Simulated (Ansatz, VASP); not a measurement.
**Al: VASP beside Ansatz**

The input INCAR:

```
ALGO     = Fast           # electronic algorithm
EDIFF    = 1E-7           # SCF threshold, eV
ENCUT    = 520            # plane-wave cutoff, eV
GGA      = PS             # functional
ISIF     = 2              # what is computed and relaxed
ISMEAR   = 0              # smearing method
IVDW     = 12             # dispersion correction
LASPH    = T              # aspherical terms in the spheres
LCHARG   = F              # write CHGCAR
LREAL    = F              # projectors in reciprocal space
LWAVE    = F              # write WAVECAR
NBANDS   = 10             # bands
NELM     = 100            # most SCF steps
PREC     = Accurate       # precision mode
SIGMA    = 0.15           # smearing width, eV
```

KPOINTS

```
k-points
0
Gamma
  18 18 10
```

POSCAR

```
Al
1.0
    2.8124553515      0.0000000000      0.0000000000
   -1.4062276757      2.4356577814      0.0000000000
    0.0000000000      0.0000000000      4.8668500000
Al
2
Direct
    0.3301599339      0.0869933078      0.7500000000
    0.3333333333      0.6666666667      0.2500000000
```

Input for Ansatz:

```yaml
crystal:
  lattice:
    - [2.8124553515, 0.0, 0.0]
    - [-1.4062276757, 2.4356577814, 0.0]
    - [0.0, 0.0, 4.86685]
  atoms:
    - { symbol: Al, position: [0.3301599339, 0.0869933078, 0.75] }
    - { symbol: Al, position: [0.3333333333, 0.6666666667, 0.25] }
basis:
  ecutwfc: 420
kpoints:
  mp_grid: { grid: [18, 18, 10] }
hamiltonian:
  xc: pbesol
  dispersion: d3bj
scf:
  occupations: { method: gaussian, width: 0.15 }
output:
  forces: true
  stress: true
  eigenvalues: true
```

Alike in both runs: task single point; functional PBEsol; dispersion D3(BJ); k mesh 18 × 18 × 10; occupations gaussian, width 0.15 eV; no spin polarisation.

|  | VASP | Ansatz |
| --- | --- | --- |
| version | VASP 6.6.1 | Ansatz 0.2.0 |
| potentials or method | VASP PAW PBE potentials, release 64 (Al), cutoff 520 eV | scalar-relativistic, plane waves, PAW |
| valence electrons in the cell | 6 | 6 |

```csv
,VASP,Ansatz,Ansatz less VASP
gap on the k mesh at the Fermi level (eV),none,none,-
pressure (GPa),-2.4,-2.5,-0.07
"traceless stress, the component that is largest in VASP (GPa)",1.52,1.52,0.000
rms of the force components (eV/Å),0.202,0.200,-0.0012
```

VASP's potentials were made for PBE, not for PBEsol. Atom by atom the forces differ by 0.001 eV/Å (rms over components). A gap of «none» marks a metal or a gap that the smearing closes.
